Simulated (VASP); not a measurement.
A run of VASP 6.6.1 is set up as follows.

File INCAR:

```
PREC = Accurate ; ENCUT = 410
EDIFF = 1E-6 ; ISMEAR = -1
SIGMA = 0.05 ; LREAL = False
LASPH = True ; NELM = 120
ALGO = Normal ; ISIF = 2
LWAVE = False ; LCHARG = False
GGA = PE ; NBANDS = 136
GGA_COMPAT = False ; NELMDL = -8
```

Contents of KPOINTS:

```
regular mesh
0
Gamma
  2 2 1
```

File POSCAR:

```
Ge16PH7
1.0
    8.0044490000      0.0000000000      0.0000000000
    4.0022240000      6.9320560000      0.0000000000
    0.0000000000      0.0000000000     19.6347530000
H Ge P
7 16 1
Direct
    0.1666682242      0.1666605117      0.0509301034
    0.6666651634      0.1666605117      0.0509301034
    0.1666615317      0.6666708982      0.0509301034
    0.6666584709      0.6666708982      0.0509301034
    1.1775359208      0.0755764235      0.3494263462
    1.0719876577      0.6438493861      0.4580042336
    1.1467460386      0.4075558536      0.4436674095
    0.1666682242      0.1666605117      0.1298717636
    0.6666651634      0.1666605117      0.1298717636
    0.1666615317      0.6666708982      0.1298717636
    0.6666584709      0.6666708982      0.1298717636
   -0.1632165239      0.3379516842      0.1768140399
    0.3092997107      0.3712751311      0.1686499443
   -0.1423219864      0.8149241726      0.1608678245
    0.3213218064      0.8260896911      0.1653751387
   -0.1850548035      0.3248098400      0.3059320380
    0.2648486444      0.4786170221      0.3025961162
   -0.0927340386      0.8223390001      0.2962807834
    0.3089424517      0.7980027859      0.2969326887
   -0.0044066371      0.0219559680      0.3699257128
    0.5100779080     -0.0039959285      0.1684258519
   -0.0713474999      0.5511928928      0.3669157437
    0.5206416025      0.5211729392      0.3738524238
    1.0431078852      0.5013952570      0.4993340125
```

Potentials or basis: VASP PAW PBE potentials, release 64 (H, Ge_d, P).

Command:

```console
$ cat potpaw_PBE.64/H/POTCAR potpaw_PBE.64/Ge_d/POTCAR potpaw_PBE.64/P/POTCAR > POTCAR
$ mpirun -np 1 vasp_std > vasp.out
```

(1) What does it give for the band gap on the k mesh?

(2) Estimate the largest force.

## Answers

(1) 0.04 eV (least direct gap 0.32 eV).

(2) 3.358 eV/Å.

Caveat: the k points lie up to 0.45 Å⁻¹ apart.
